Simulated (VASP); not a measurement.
# Zr (P6_3/mmc) in VASP: settings compared, part 2 of 2

VASP 6.6.1.

## Step 6: Single point, PBE, collinear spin, antiferromagnetic start

Input file INCAR:

```
PREC     = Accurate       # precision mode
ENCUT    = 520            # plane-wave cutoff, eV
EDIFF    = 1E-6           # SCF threshold, eV
ISMEAR   = 0              # smearing method
SIGMA    = 0.1            # smearing width, eV
LREAL    = F              # projectors in reciprocal space
LASPH    = T              # aspherical terms in the spheres
NELM     = 150            # most SCF steps
ALGO     = Fast           # electronic algorithm
ISIF     = 2              # what is computed and relaxed
LWAVE    = F              # write WAVECAR
LCHARG   = T              # write CHGCAR
ISPIN    = 2              # spin polarisation
MAGMOM   = 5 -5           # initial moments
LORBIT   = 11             # projections on sites
LMAXMIX  = 4              # l up to which the mixer works
GGA      = PE             # functional
LELF     = T              # ELF
LVHAR    = T            
NBANDS   = 23             # bands
```

Input file KPOINTS:

```
Automatic mesh
0
Gamma
  6 6 4
```

Input file POSCAR:

```
Zr
1.0
    3.2392314131      0.0000000000      0.0000000000
   -1.6196157065      2.8052566925      0.0000000000
    0.0000000000      0.0000000000      5.1722200000
Zr
2
Direct
    0.3333333333      0.6666666667      0.2500000000
    0.6666666667      0.3333333333      0.7500000000
```

Potentials or basis: VASP PAW PBE potentials, release 64 (Zr_sv).

Started as:

```sh
$ cat potpaw_PBE.64/Zr_sv/POTCAR > POTCAR
$ mpirun -np 1 vasp_std > vasp.out
```

OUTCAR:

```text
PREC = Accurate
   ENCUT = 520
   EDIFF = 1E-6
   ISMEAR = 0
   LREAL = F
   LASPH = T
   NELM = 150
   ISIF = 2
   ISPIN = 2
   LORBIT = 11
   GGA = PE

 ion  position               nearest neighbor table
   1  0.333  0.667  0.250-   2 3.19   2 3.19   2 3.19   2 3.19   2 3.19   2 3.19
   2  0.667  0.333  0.750-   1 3.19   1 3.19   1 3.19   1 3.19   1 3.19   1 3.19

  LATTYP: Found a hexagonal cell.
 ALAT       =     3.2392314131
 C/A-ratio  =     1.5967429740

  Lattice vectors:
[... 1306 lines left out ...]
  in kB       -8.3138423     -8.3138423     -1.7838112     -0.0000000      0.0000000      0.0000000
  external PRESSURE =      -6.1371652 kB  Pullay stress =       0.0000000 kB

 VOLUME and BASIS-vectors are now :
 -----------------------------------------------------------------------------
  energy-cutoff  :      520.00
  volume of cell :       47.00
      direct lattice vectors                 reciprocal lattice vectors
     3.239231413  0.000000000  0.000000000     0.308715208  0.178236809  0.000000000
    -1.619615707  2.805256692  0.000000000     0.000000000  0.356473617  0.000000000
     0.000000000  0.000000000  5.172220000     0.000000000  0.000000000  0.193340577

 POSITION                                       TOTAL-FORCE (eV/Angst)
 -----------------------------------------------------------------------------------
     -0.00000      1.87017      1.29306         0.000000     -0.000000      0.000000
      1.61962      0.93509      3.87917        -0.000000      0.000000      0.000000
 -----------------------------------------------------------------------------------
    total drift:                                0.000000     -0.000000      0.000000

  FREE ENERGIE OF THE ION-ELECTRON SYSTEM (eV)
  ---------------------------------------------------
  free  energy   TOTEN  =       -17.0373396393 eV

  energy  without entropy=      -17.0247414220  energy(sigma->0) =      -17.03104053

 total charge

# of ion       s       p       d       tot
------------------------------------------
    1        2.231   5.958   1.621   9.810
    2        2.231   5.958   1.621   9.810
--------------------------------------------------
tot          4.461  11.917   3.241  19.619

 magnetization (x)

# of ion       s       p       d       tot
------------------------------------------
    1        0.000  -0.000  -0.000  -0.000
    2       -0.000   0.000   0.000   0.000
--------------------------------------------------
tot          0.000   0.000   0.000   0.000
```

OSZICAR:

```text
N       E                     dE             d eps       ncg     rms          rms(c)
DAV:   1     0.215967621072E+03    0.21597E+03   -0.12771E+04  1932   0.103E+03
DAV:   2     0.382346469457E+01   -0.21214E+03   -0.20598E+03  2258   0.315E+02
DAV:   3    -0.113223374824E+02   -0.15146E+02   -0.14957E+02  3620   0.603E+01
[... 11 lines left out ...]
RMM:  15    -0.170373236290E+02   -0.20819E-04   -0.14839E-04  2832   0.540E-02    0.209E-02
RMM:  16    -0.170373333521E+02   -0.97232E-05   -0.66967E-05  2976   0.376E-02    0.429E-03
RMM:  17    -0.170373375458E+02   -0.41937E-05   -0.24362E-05  2668   0.221E-02    0.277E-03
RMM:  18    -0.170373388075E+02   -0.12617E-05   -0.98337E-06  2150   0.117E-02    0.274E-03
RMM:  19    -0.170373396393E+02   -0.83172E-06   -0.44599E-06  1834   0.817E-03
   1 F= -.17037340E+02 E0= -.17031041E+02  d E =-.125982E-01  mag=    -0.0000
```

stdout:

```text
POSCAR found type information on POSCAR Zr
 POSCAR found :  1 types and       2 ions
 scaLAPACK will be used
 LDA part: xc-table for (Slater+PW92), standard interpolation
 POSCAR, INCAR and KPOINTS ok, starting setup
 FFT: planning ... GRIDC
 FFT: planning ... GRID_SOFT
 FFT: planning ... GRID
 WAVECAR not read
 entering main loop
WARNING in EDDRMM: call to ZHEGV failed, returncode =   6  3      9
```

Wall time 26 s (1 thread of Intel Xeon 6975P-C (Granite Rapids), shared host); peak memory 0.18 GiB.

What came out:

- Free energy: -17.0373 eV
- Pressure: -0.6 GPa
- Band gap on the k mesh: zero (filled and empty bands overlap)
- Net moment: 0.00 μB per cell
- Valence electrons inside the program's atomic spheres: Zr 9.81

Stress tensor (GPa, compression positive):
```
-0.83  0.00  0.00
 0.00 -0.83  0.00
 0.00  0.00 -0.18
```

Caveat: the k points lie up to 0.37 Å⁻¹ apart.

## Step 7: The runs side by side

| level | spin | fixed moment (μB) | smearing | gap on the mesh (eV) | pressure (GPa) | moment (μB) |
| --- | --- | --- | --- | --- | --- | --- |
| RPBE | off | - | methfessel-paxton 0.013 eV | none | 1.5 | - |
| PBE | off | - | tetrahedron | none | -0.5 | - |
| PBE+D4 | off | - | tetrahedron | none | -1.9 | - |
| PBE | collinear, ferromagnetic start | 1.0 | gaussian 0.1 eV | - | 0.1 | 1.00 |
| PBE | collinear, antiferromagnetic start | - | gaussian 0.1 eV | none | -0.6 | 0.00 |

Alike in all rows: task single point; potentials or basis VASP PAW PBE potentials, release 64 (Zr_sv); cell as given; k mesh 6 × 6 × 4; cutoff (eV) 520.

Caveats: all runs use coarse meshes; the PAW data sets were made with another functional, which shifts forces and pressure a little (some runs); pairwise dispersion overbinds metals, which lowers pressure and volume (some runs); the total moment is fixed, so each spin has its own Fermi level (some runs).

Absolute energies hang on the potentials; compare differences alone.
